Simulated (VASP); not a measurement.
Set up this calculation in VASP 6.6.1, as the native input.

```yaml
Task: single point
Functional: PBEsol
Potentials_or_basis: VASP PAW PBE potentials, release 64 (In_d, As)
Cutoff: 520 eV
k_mesh: 6 × 6 × 6
Occupations: fermi-dirac, width 0.05 eV
Spin: no spin polarisation
Dipole_correction: no
Further_INCAR_settings: ALGO = Normal; EDIFF = 1e-07; NBANDS = 30
```

The structure of In3As lies in POSCAR:

```
In3As
1.0
    4.5882351914      0.0000000000      0.0000000000
    0.0000000000      4.5882351914      0.0000000000
    0.0000000000      0.0000000000      4.5882351914
In As
3 1
Direct
    0.5000000000      0.5000000000      0.0000000000
    0.5000000000      0.0000000000      0.5000000000
    0.0000000000      0.5000000000      0.5000000000
    0.0000000000      0.0000000000      0.0000000000
```

These files were run (other wordings do the same):

INCAR

```
SYSTEM = In3As
PREC = Accurate ; ENCUT = 520
EDIFF = 1E-7 ; ISMEAR = -1
SIGMA = 0.05 ; LREAL = .FALSE.
LASPH = .TRUE. ; NELM = 100
ALGO = Normal ; ISIF = 2
LWAVE = .FALSE. ; LCHARG = .TRUE.
GGA = PS ; LELF = .TRUE.
LVHAR = .TRUE. ; NBANDS = 30
```

KPOINTS

```
regular mesh
0
G
  6 6 6
  0 0 0
```

Potentials or basis: VASP PAW PBE potentials, release 64 (In_d, As).

The run is started by

```bash
$ cat potpaw_PBE.64/In_d/POTCAR potpaw_PBE.64/As/POTCAR > POTCAR
$ mpirun -np 1 vasp_std > vasp.out
```

Results of the run:

```json
{
 "Pressure": "0.0 GPa",
 "Band gap on the k mesh": "zero (band 22 reaches 7.66 eV, above the bottom of band 23 at 3.47 eV)"
}
```

Caveat: the PAW data sets were made with another functional, which shifts forces and pressure a little; spin-orbit coupling is left out, which moves the levels of the heavy elements.

It took 72 s on 1 thread of Intel Xeon 6975P-C, on a shared host, peak memory 0.22 GiB.
